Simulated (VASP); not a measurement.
# CoSi (zincblende type) (F-43m) in VASP: a series of runs

CoSi (zincblende type) is run at these levels: PBE; tasks: relaxation of cell and atoms.

Everything below comes from runs of VASP 6.6.1. Logs are shortened: lines on timing, memory, paths and dates and some standing lists are left out, and cuts for length are marked.

### 1 The cell of the first run

Symmetry: F-43m, No. 216, cubic system. Conventional cell: a = 4.267 Å, b = 4.267 Å, c = 4.267 Å, α = 90.00°, β = 90.00°, γ = 90.00°. Co (site symmetry -43m) has 4 Si at 1.85 Å within 2.5 Å. Within 2.5 Å of Si (site symmetry -43m) lie 4 Co at 1.85 Å.

### 2 Relaxation of cell and atoms, PBE, target pressure 120 GPa, at which the enthalpy is minimised

Input file INCAR:

```
ALGO     = Normal         # electronic algorithm
EDIFF    = 1E-7           # SCF threshold, eV
EDIFFG   = -0.005         # ionic threshold
ENCUT    = 600            # plane-wave cutoff, eV
GGA      = PE             # functional
IBRION   = 2              # ionic algorithm
ISIF     = 3              # what is computed and relaxed
ISMEAR   = -1             # smearing method
LASPH    = T              # aspherical terms in the spheres
LCHARG   = F              # write CHGCAR
LREAL    = F              # projectors in reciprocal space
LWAVE    = F              # write WAVECAR
NELM     = 80             # most SCF steps
NSW      = 60             # ionic steps
PREC     = Accurate       # precision mode
PSTRESS  = 1200.0       
SIGMA    = 0.1            # smearing width, eV
```

Input file KPOINTS:

```
k-points
0
Gamma
  14 14 14
```

Input file POSCAR:

```
CoSi
1.0
    0.0000000000      2.1334413222      2.1334413222
    2.1334413222      0.0000000000      2.1334413222
    2.1334413222      2.1334413222      0.0000000000
Co Si
1 1
Direct
    0.0000000000      0.0000000000      0.0000000000
    0.2500000000      0.2500000000      0.2500000000
```

Potentials or basis: VASP PAW PBE potentials, release 64 (Co, Si).

Command:

```console
cat potpaw_PBE.64/Co/POTCAR potpaw_PBE.64/Si/POTCAR > POTCAR
mpirun -np 1 vasp_std > vasp.out
```

OUTCAR:

```text
EDIFF = 1E-7
   EDIFFG = -0.005
   ENCUT = 600
   GGA = PE
   IBRION = 2
   ISIF = 3
   ISMEAR = -1
   LASPH = T
   LREAL = F
   NELM = 80
   NSW = 60
   PREC = Accurate
   PSTRESS = 1200.0

 ion  position               nearest neighbor table
   1  0.000  0.000  0.000-   2 1.85   2 1.85   2 1.85   2 1.85
   2  0.250  0.250  0.250-   1 1.85   1 1.85   1 1.85   1 1.85

  LATTYP: Found a face centered cubic cell.
 ALAT       =     4.2668826444

  Lattice vectors:

 A1 = (   0.0000000000,   2.1334413222,   2.1334413222)
 A2 = (   2.1334413222,   0.0000000000,   2.1334413222)
 A3 = (   2.1334413222,   2.1334413222,   0.0000000000)

Analysis of symmetry for initial positions (statically):
=====================================================================
 Subroutine PRICEL returns:
 Original cell was already a primitive cell.

 Routine SETGRP: Setting up the symmetry group for a
 face centered cubic supercell.

 Subroutine GETGRP returns: Found 24 space group operations
 (whereof 24 operations were pure point group operations)
 out of a pool of 48 trial point group operations.

The static configuration has the point symmetry T_d .

Analysis of symmetry for dynamics (positions and initial velocities):
=====================================================================
 Subroutine PRICEL returns:
 Original cell was already a primitive cell.

 Routine SETGRP: Setting up the symmetry group for a
 face centered cubic supercell.

 Subroutine GETGRP returns: Found 24 space group operations
 (whereof 24 operations were pure point group operations)
 out of a pool of 48 trial point group operations.

The dynamic configuration has the point symmetry T_d .

 Subroutine INISYM returns: Found 24 space group operations
 (whereof 24 operations are pure point group operations),
 and found     1 'primitive' translations

----------------------------------------------------------------------------------------

                                     Primitive cell

  volume of cell :      19.4210

  direct lattice vectors                    reciprocal lattice vectors
     0.000000000  2.133441322  2.133441322    -0.234363137  0.234363137  0.234363137
     2.133441322  0.000000000  2.133441322     0.234363137 -0.234363137  0.234363137
     2.133441322  2.133441322  0.000000000     0.234363137  0.234363137 -0.234363137

  length of vectors
     3.017141652  3.017141652  3.017141652     0.405928860  0.405928860  0.405928860

  position of ions in fractional coordinates (direct lattice)
     0.000000000  0.000000000  0.000000000
     0.250000000  0.250000000  0.250000000

  ion indices of the primitive-cell ions
   primitive index   ion index
                 1           1
                 2           2

----------------------------------------------------------------------------------------

 KPOINTS: k-points

Automatic generation of k-mesh.
 Grid dimensions read from file:
 generate k-points for:   14   14   14

 Generating k-lattice:

  Cartesian coordinates                     Fractional coordinates (reciprocal lattice)
    -0.016740224  0.016740224  0.016740224     0.071428571  0.000000000  0.000000000
     0.016740224 -0.016740224  0.016740224     0.000000000  0.071428571  0.000000000
     0.016740224  0.016740224 -0.016740224     0.000000000  0.000000000  0.071428571

  Length of vectors
     0.028994919  0.028994919  0.028994919

  Shift w.r.t. Gamma in fractional coordinates (k-lattice)
     0.000000000  0.000000000  0.000000000

 Subroutine IBZKPT returns following result:
 ===========================================

 Found    104 irreducible k-points:

 Following reciprocal coordinates:
            Coordinates               Weight
  0.000000  0.000000  0.000000      1.000000
  0.071429  0.000000  0.000000      8.000000
  0.142857  0.000000  0.000000      8.000000
  0.214286  0.000000  0.000000      8.000000
  0.285714  0.000000  0.000000      8.000000
  0.357143  0.000000  0.000000      8.000000
[... 16 lines left out ...]
  0.214286  0.142857  0.000000     24.000000
  0.285714  0.142857  0.000000     24.000000
 [... further k-points ...]
   k-points           NKPTS =    104   k-points in BZ     NKDIM =    104   number of bands    NBANDS=     10
   number of dos      NEDOS =    301   number of ions     NIONS =      2
   total plane-waves  NPLWV =  13824
   dimension x,y,z NGX =    24 NGY =   24 NGZ =   24
   dimension x,y,z NGXF=    48 NGYF=   48 NGZF=   48
   ions per type =               1   1
   NGX,Y,Z   is equivalent  to a cutoff of  13.22, 13.22, 13.22 a.u.
   NGXF,Y,Z  is equivalent  to a cutoff of  26.45, 26.45, 26.45 a.u.
 SYSTEM =  unknown system
   PREC   = accura    normal or accurate (medium, high low for compatibility)
   ISTART =      0    job   : 0-new  1-cont  2-samecut
   ICHARG =      2    charge: 1-file 2-atom 10-const
   ISPIN  =      1    spin polarized calculation?
   LNONCOLLINEAR =      F non collinear calculations
   LSORBIT =      F    spin-orbit coupling
   LASPH  =      T    aspherical Exc in radial PAW
   ENCUT  =  600.0 eV  44.10 Ry    6.64 a.u.   6.03  6.03  6.03*2*pi/ulx,y,z
   NELM   =     80;   NELMIN=  2; NELMDL= -5     # of ELM steps
   EDIFF  = 0.1E-06   stopping-criterion for ELM
   LREAL  =      F    real-space projection
   EDIFFG = -.5E-02   stopping-criterion for IOM
   NSW    =     60    number of steps for IOM
   IBRION =      2    ionic relax: 0-MD 1-quasi-New 2-CG
   NFREE  =      1    steps in history (QN), initial steepest desc. (CG)
   ISIF   =      3    stress and relaxation
   ISYM   =      2    0-nonsym 1-usesym 2-fastsym
   POTIM  = 0.5000    time-step for ionic-motion
   TEBEG  =    0.0;   TEEND  =   0.0 temperature during run
   PSTRESS= 1200.0 pullay stress
   NELECT =      13.0000    total number of electrons
   NUPDOWN=      -1.0000    fix difference up-down
   EMIN   =  10.00;   EMAX   =-10.00  energy-range for DOS
   EFERMI =   0.00;   METHOD = LEGACY
   ISMEAR =    -1;   SIGMA  =   0.10  broadening in eV -4-tet -1-fermi 0-gaus
   EFERMI_NEDOS =   21; number of points for ismear=-14 and -15
   IALGO  =     38    algorithm
   IMIX   =      4    mixing-type and parameters
     AMIX     =   0.40;   BMIX     =  1.00
     AMIX_MAG =   1.60;   BMIX_MAG =  1.00
  volume/ion in A,a.u.               =       9.71        65.53
  Fermi-wavevector in a.u.,A,eV,Ry     =   1.432073  2.706226 27.903290  2.050834
  Thomas-Fermi vector in A             =   2.551741
   LORBIT       =      0    0 simple, 1 ext, 2 COOP (PROOUT), +10 PAW based schemes
   GGA     = PE    functional components
   LHFCALC =     F    Hartree Fock is set to
   AEXX    =    0.0000 exact exchange contribution
   IVDW    =     0    specifies the selected vdW correction
   LEPSILON=     F    determine dielectric tensor
   LRPA    =     F    only Hartree local field effects (RPA)
 conjugate gradient relaxation of ions
 non-spin polarized calculation
  energy-cutoff  :      600.00
  volume of cell :       19.42
 maximum number of plane-waves:       660
   NGX = 13   NGY = 13   NGZ = 13

--------------------------------------- Ionic step        1  -------------------------------------------

 number of electron      13.0000004 magnetization

 Free energy of the ion-electron system (eV)
  ---------------------------------------------------
  ext. energy  EPLUGINS =         0.00000000
  ---------------------------------------------------
  free energy    TOTEN  =        -7.18588014 eV

  energy without entropy =       -7.16724710  energy(sigma->0) =       -7.17656362

------------------------ aborting loop because EDIFF is reached ----------------------------------------

  FORCE on cell =-STRESS in cart. coord.  units (eV):
  Direction    XX          YY          ZZ          XY          YZ          ZX
  --------------------------------------------------------------------------------------
  -------------------------------------------------------------------------------------
  Total       20.4566182     20.4566182     20.4566182      0.0000000     -0.0000000      0.0000000
  in kB     1687.6108866   1687.6108866   1687.6108866      0.0000000     -0.0000000      0.0000000
  external PRESSURE =     487.6108866 kB  Pullay stress =    1200.0000000 kB
[... 23 lines left out ...]
  enthalpy is  TOTEN    =         7.3600925245 eV   P V=       14.5459726653

--------------------------------------- Ionic step        2  -------------------------------------------

 number of electron      12.9999992 magnetization

 E-fermi :   7.4693     XC(G=0): -11.1428

 val. band max:        7.4085525119   @ k =  -0.3571   0.0714   0.0000
 cond. band min:       7.4823693273   @ k =   0.5000   0.4286   0.0714
 fundamental gap:      0.0738168154
 Fermi energy:         7.4693040143

 k-point     1 :       0.0000    0.0000    0.0000
  band No.  band energies     occupation
      1      -3.1638      2.00000
      2       4.7900      2.00000
      3       4.7900      2.00000
      4       4.7900      2.00000
      5       6.2012      1.99999
      6       6.2012      1.99999
      7      14.8595      0.00000
      8      14.8595      0.00000
      9      14.8595      0.00000
     10      15.6332      0.00000
[... 366 lines left out ...]
  FREE ENERGIE OF THE ION-ELECTRON SYSTEM (eV)
  ---------------------------------------------------
  free  energy   TOTEN  =        -8.9063696660 eV

  energy  without entropy=       -8.8859331672  energy(sigma->0) =       -8.89615142

  enthalpy is  TOTEN    =         7.1209847797 eV   P V=       16.0273544458

[... ionic steps 4 to 13 ...]

--------------------------------------- Ionic step       14  -------------------------------------------

 number of electron      12.9999994 magnetization

------------------------ aborting loop because EDIFF is reached ----------------------------------------

  FORCE on cell =-STRESS in cart. coord.  units (eV):
  Direction    XX          YY          ZZ          XY          YZ          ZX
  --------------------------------------------------------------------------------------
  -------------------------------------------------------------------------------------
  Total       15.8532492     15.8532492     15.8532492      0.0000000     -0.0000000     -0.0000000
  in kB     1203.1184260   1203.1184260   1203.1184260      0.0000000     -0.0000000     -0.0000000
  external PRESSURE =       3.1184260 kB  Pullay stress =    1200.0000000 kB
[... 61 lines left out ...]
  enthalpy is  TOTEN    =         7.1153659879 eV   P V=       15.8147632710

--------------------------------------- Ionic step       16  -------------------------------------------

 number of electron      12.9999994 magnetization

 Free energy of the ion-electron system (eV)
  ---------------------------------------------------
  ext. energy  EPLUGINS =         0.00000000
  ---------------------------------------------------
  free energy    TOTEN  =        -8.70461309 eV

  energy without entropy =       -8.68445232  energy(sigma->0) =       -8.69453270

 E-fermi :  11.9162     XC(G=0): -12.7004

 val. band max:       11.8697372900   @ k =   0.5000   0.5000   0.0000
 cond. band min:      11.9749661349   @ k =  -0.2857   0.3571   0.0714
 fundamental gap:      0.1052288448
 Fermi energy:        11.9162179048

 k-point     1 :       0.0000    0.0000    0.0000
  band No.  band energies     occupation
      1      -0.9298      2.00000
      2       8.0117      2.00000
      3       8.0117      2.00000
      4       8.0117      2.00000
      5       9.7226      2.00000
      6       9.7226      2.00000
      7      20.9059      0.00000
      8      20.9059      0.00000
      9      20.9059      0.00000
     10      22.5391      0.00000
[... 328 lines left out ...]
  FREE ENERGIE OF THE ION-ELECTRON SYSTEM (eV)
  ---------------------------------------------------
  free  energy   TOTEN  =        -8.7046130850 eV

  energy  without entropy=       -8.6844523207  energy(sigma->0) =       -8.69453270

  enthalpy is  TOTEN    =         7.1153608926 eV   P V=       15.8199739777

 reached required accuracy - stopping structural energy minimisation
```

Run time: 1.8 min. Hardware: 1 thread of Intel Xeon 6975P-C (Granite Rapids), shared host; peak memory 0.16 GiB.

What came out:

| Item | Value |
| --- | --- |
| Free energy | -8.7046 eV |
| Relaxed volume | 10.56 Å³/atom |
| Relaxed cell | a = 3.103 Å, b = 3.103 Å, c = 3.103 Å, α = 60.00°, β = 60.00°, γ = 60.00° |
| Space group after relaxing (to 0.05 Å) | F-43m (No. 216) |
| Energy change on relaxing (the enthalpy is what falls) | -759.4 meV/atom |
| Ionic steps | 16 |
| Pressure after relaxing | 120.1 GPa |

Step by step:
```csv
step,energy change (eV),largest force (eV/Å),pressure (GPa),volume (Å³)
1,0.0000,0.0000,168.76,19.42
2,-4.3543,0.0000,18.16,28.97
3,-1.7205,0.0000,113.55,21.40
4,-1.5322,0.0000,119.62,21.14
5,-1.5057,0.0000,120.48,21.10
6,-1.5064,0.0000,120.45,21.11
7,-1.5083,0.0000,120.39,21.11
8,-1.5083,0.0000,120.39,21.11
9,-1.5084,0.0000,120.37,21.11
10,-1.5085,0.0000,120.34,21.11
11,-1.5086,0.0000,120.29,21.11
12,-1.5089,0.0000,120.37,21.11
13,-1.5096,0.0000,120.35,21.11
14,-1.5109,0.0000,120.31,21.11
15,-1.5135,0.0000,120.22,21.12
16,-1.5187,0.0000,120.06,21.12
```

Final structure:
```yaml
crystal:
  lattice:
    - [0.00000, 2.19399, 2.19399]
    - [2.19399, 0.00000, 2.19399]
    - [2.19399, 2.19399, 0.00000]
  atoms:
    - { symbol: Co, position: [0.00000, 0.00000, 0.00000] }
    - { symbol: Si, position: [0.25000, 0.25000, 0.25000] }
```

Caveat: the cell is relaxed towards a set pressure, so the enthalpy falls and the energy may rise. Spin polarisation is off, so any magnetic state and its effect on volume and gap are missing.

### 3 Relaxation of cell and atoms, PBE, target pressure 120 GPa, at which the enthalpy is minimised

This run uses another cell than the first one, of 10.53 Å³/atom, 1.085 times its volume.

Input file INCAR:

```
  PREC = Accurate
  ENCUT = 600
  EDIFF = 1E-6
  ISMEAR = -1
  SIGMA = 0.1
  LREAL = False
  LASPH = True
  NELM = 100
  ALGO = Normal
  ISIF = 3
  LWAVE = False
  LCHARG = False
  GGA = PE
  IBRION = 2
  NSW = 32
  EDIFFG = -0.005
  PSTRESS = 1200.0
```

Input file KPOINTS:

```
regular mesh
0
Gamma
  14 14 14
```

Input file POSCAR:

```
CoSi
1.0
    0.0000000000      2.1920578915      2.1920578915
    2.1920578915      0.0000000000      2.1920578915
    2.1920578915      2.1920578915      0.0000000000
Co Si
1 1
Direct
    0.0000000000      0.0000000000      0.0000000000
    0.2500000000      0.2500000000      0.2500000000
```

Potentials or basis: VASP PAW PBE potentials, release 64 (Co, Si).

Command:

```console
cat potpaw_PBE.64/Co/POTCAR potpaw_PBE.64/Si/POTCAR > POTCAR
mpirun -np 1 vasp_std > vasp.out
```

OUTCAR:

```text
PREC = Accurate
   ENCUT = 600
   EDIFF = 1E-6
   ISMEAR = -1
   LREAL = False
   LASPH = True
   NELM = 100
   ISIF = 3
   GGA = PE
   IBRION = 2
   NSW = 32
   EDIFFG = -0.005
   PSTRESS = 1200.0

 ion  position               nearest neighbor table
   1  0.000  0.000  0.000-   2 1.90   2 1.90   2 1.90   2 1.90
   2  0.250  0.250  0.250-   1 1.90   1 1.90   1 1.90   1 1.90

  LATTYP: Found a face centered cubic cell.
 ALAT       =     4.3841157830

  Lattice vectors:

 A1 = (   0.0000000000,   2.1920578915,   2.1920578915)
 A2 = (   2.1920578915,   0.0000000000,   2.1920578915)
 A3 = (   2.1920578915,   2.1920578915,   0.0000000000)

Analysis of symmetry for initial positions (statically):
=====================================================================
[... 263 lines left out ...]
 fundamental gap:      0.1054089577
 Fermi energy:        11.9148473986

 k-point     1 :       0.0000    0.0000    0.0000
  band No.  band energies     occupation
      1      -0.9305      2.00000
      2       8.0107      2.00000
      3       8.0107      2.00000
      4       8.0107      2.00000
      5       9.7216      2.00000
      6       9.7216      2.00000
      7      20.9044      0.00000
      8      20.9044      0.00000
      9      20.9044      0.00000
     10      22.5370      0.00000
[... 287 lines left out ...]
 k-point    24 :       0.2857    0.1429    0.0000
  band No.  band energies     occupation
      1       0.7432      2.00000
      2       7.3342      2.00000
      3       8.3049      2.00000
      4       8.4040      2.00000
      5       9.2710      2.00000
      6      10.0066      2.00000
      7      14.9079      0.00000
      8      17.1721      0.00000
      9      19.0573      0.00000
     10      20.9079      0.00000

 [... further k-points ...]

------------------------ aborting loop because EDIFF is reached ----------------------------------------

  FORCE on cell =-STRESS in cart. coord.  units (eV):
  Direction    XX          YY          ZZ          XY          YZ          ZX
  --------------------------------------------------------------------------------------
  -------------------------------------------------------------------------------------
  Total       15.8297728     15.8297728     15.8297728     -0.0000000      0.0000000     -0.0000000
  in kB     1200.6639801   1200.6639801   1200.6639801     -0.0000000      0.0000000     -0.0000000
  external PRESSURE =       0.6639801 kB  Pullay stress =    1200.0000000 kB
[... 21 lines left out ...]
  energy  without entropy=       -8.6863064627  energy(sigma->0) =       -8.69638739

  enthalpy is  TOTEN    =         7.1145504011 eV   P V=       15.8210187246

 reached required accuracy - stopping structural energy minimisation
```

CONTCAR:

```text
CoSi
   1.00000000000000
     0.0000000000000000    2.1940402730571789    2.1940402730571789
     2.1940402730571789    0.0000000000000000    2.1940402730571789
     2.1940402730571789    2.1940402730571789    0.0000000000000000
  Co              Si
     1     1
Direct
     0.0000000000000000    0.0000000000000000    0.0000000000000000
     0.2500000000000000    0.2500000000000000    0.2500000000000000

  0.00000000E+00  0.00000000E+00  0.00000000E+00
  0.00000000E+00  0.00000000E+00  0.00000000E+00
```

Run time: 70 s. Hardware: 1 thread of Intel Xeon 6975P-C (Granite Rapids), shared host; peak memory 0.19 GiB.

What came out:

- Free energy: -8.7065 eV
- Relaxed volume: 10.56 Å³/atom
- Relaxed cell: a = 3.103 Å, b = 3.103 Å, c = 3.103 Å, α = 60.00°, β = 60.00°, γ = 60.00°
- Space group after relaxing (to 0.05 Å): F-43m (No. 216)
- Energy change on relaxing (the enthalpy is what falls): -21.5 meV/atom
- Ionic steps: 3
- Pressure after relaxing: 120.1 GPa

Step by step:
```csv
step,energy change (eV),largest force (eV/Å),pressure (GPa),volume (Å³)
1,0.0000,0.0000,121.40,21.07
2,-0.2070,0.0000,114.67,21.35
3,-0.0431,0.0000,120.07,21.12
```

Final structure:
```
CELL_PARAMETERS angstrom
0.00000 2.19404 2.19404
2.19404 0.00000 2.19404
2.19404 2.19404 0.00000
ATOMIC_POSITIONS crystal
Co 0.00000 0.00000 0.00000
Si 0.25000 0.25000 0.25000
```

Caveat: the cell is relaxed towards a set pressure, so the enthalpy falls and the energy may rise. Spin polarisation is off, so any magnetic state and its effect on volume and gap are missing.
